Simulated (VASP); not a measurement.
Wanted: the native input for a VASP 6.6.1 run.

* Task: band structure
* Functional: r2SCAN
* Potentials or basis: VASP PAW PBE potentials, release 64 (Cd, Se)
* Cutoff: 320 eV
* k mesh: 5 × 5 × 5
* Occupations: gaussian, width 0.03 eV
* Spin: non-collinear spin, zero start, spin-orbit coupling
* Starting moments: [[0.0, 0.0, 0.0], [0.0, 0.0, 0.0]] μB
* Tolerance level: screening
* Purpose: bands
* Route: KPOINTS_OPT
* Further INCAR settings: ALGO = Normal; EDIFF = 1e-06; NBANDS = 42

The structure of CdSe lies in POSCAR:

```
CdSe
1.0
    0.0000000000      3.0702711986      3.0702711986
    3.0702711986      0.0000000000      3.0702711986
    3.0702711986      3.0702711986      0.0000000000
Cd Se
1 1
Direct
    0.0000000000      0.0000000000      0.0000000000
    0.2500000000      0.2500000000      0.2500000000
```

One way to write it, as run:

INCAR

```
SYSTEM = CdSe
  METAGGA = R2SCAN
  LSORBIT = .TRUE.
  MAGMOM = 0 0 0 0 0 0
  LORBIT = 11
  ISMEAR = 0
  SIGMA = 0.03
  LWAVE = .FALSE.
  LCHARG = .FALSE.
  NBANDS = 42
  PREC = Accurate
  LASPH = .TRUE.
  LREAL = .FALSE.
  ALGO = Normal
  EDIFF = 1E-6
  NELM = 200
  GGA_COMPAT = .FALSE.
  ENCUT = 320
  EFERMI = MIDGAP
  LMIXTAU = .TRUE.
  KPAR = 2
```

KPOINTS

```
Automatic mesh
0
Gamma
  5 5 5
  0 0 0
```

KPOINTS_OPT

```
path GXWKGLUWLK,UX
12
line-mode
reciprocal
 0.0000000000  0.0000000000  0.0000000000  G
 0.5000000000  0.0000000000  0.5000000000  X

 0.5000000000  0.0000000000  0.5000000000  X
 0.5000000000  0.2500000000  0.7500000000  W

 0.5000000000  0.2500000000  0.7500000000  W
 0.3750000000  0.3750000000  0.7500000000  K

 0.3750000000  0.3750000000  0.7500000000  K
 0.0000000000  0.0000000000  0.0000000000  G

 0.0000000000  0.0000000000  0.0000000000  G
 0.5000000000  0.5000000000  0.5000000000  L

 0.5000000000  0.5000000000  0.5000000000  L
 0.6250000000  0.2500000000  0.6250000000  U

 0.6250000000  0.2500000000  0.6250000000  U
 0.5000000000  0.2500000000  0.7500000000  W

 0.5000000000  0.2500000000  0.7500000000  W
 0.5000000000  0.5000000000  0.5000000000  L

 0.5000000000  0.5000000000  0.5000000000  L
 0.3750000000  0.3750000000  0.7500000000  K

 0.6250000000  0.2500000000  0.6250000000  U
 0.5000000000  0.0000000000  0.5000000000  X
```

Potentials or basis: VASP PAW PBE potentials, release 64 (Cd, Se).

Command:

```console
$ cat potpaw_PBE.64/Cd/POTCAR potpaw_PBE.64/Se/POTCAR > POTCAR
$ mpirun -np 2 vasp_ncl > vasp.out
```

It gave:

| Quantity | Value |
| --- | --- |
| Pressure | 0.0 GPa |
| Net moment | 0.00 μB per cell |
| Valence electrons inside the program's atomic spheres | Cd 10.26; Se 3.90 |

Caveat: the cutoff is under 1.25 times the usual one of these potentials, so pressure, stress and relaxed cells hold a basis-set (Pulay) error; the PAW data sets were made with another functional, which shifts forces and pressure a little.

It took 20 min on 2 MPI ranks on AMD EPYC 7R13 Processor (Zen 3) (shared host), peak memory 0.26 GiB a rank.
